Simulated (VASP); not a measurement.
Write the native input for VASP 6.6.1 that does the following.

* Task: single point
* Functional: LDA
* Potentials or basis: VASP PAW LDA potentials, release 64 (Ga_d, N_h)
* Cutoff: 1330 eV
* k mesh: 10 × 10 × 10
* Occupations: gaussian, width 0.02 eV
* Spin: no spin polarisation
* Dipole correction: no
* Further INCAR settings: ALGO = Normal; EDIFF = 1e-06; NBANDS = 16

The structure of GaN lies in POSCAR:

```
GaN
1.0
    0.0000000000      2.2277008268      2.2277008268
    2.2277008268      0.0000000000      2.2277008268
    2.2277008268      2.2277008268      0.0000000000
Ga N
1 1
Direct
    0.0000000000      0.0000000000      0.0000000000
    0.2500000000      0.2500000000      0.2500000000
```

The input as run:

INCAR

```
  PREC = Accurate
  ENCUT = 1330
  EDIFF = 1E-6
  ISMEAR = 0
  SIGMA = 0.02
  LREAL = False
  LASPH = True
  NELM = 120
  ALGO = Normal
  ISIF = 2
  LWAVE = False
  LCHARG = True
  LELF = True
  LVHAR = True
  NBANDS = 16
  GGA_COMPAT = False
```

KPOINTS

```
regular mesh
0
Gamma
  10 10 10
```

Potentials or basis: VASP PAW LDA potentials, release 64 (Ga_d, N_h).

Command:

```sh
$ cat potpaw_LDA.64/Ga_d/POTCAR potpaw_LDA.64/N_h/POTCAR > POTCAR
$ mpirun -np 1 vasp_std > vasp.out
```

It gave:

| Item | Value |
| --- | --- |
| Pressure | 1.0 GPa |
| Band gap on the k mesh | 1.97 eV |

Wall time 110 s on 1 thread of AMD EPYC 7571, on a shared host, peak memory 0.21 GiB.
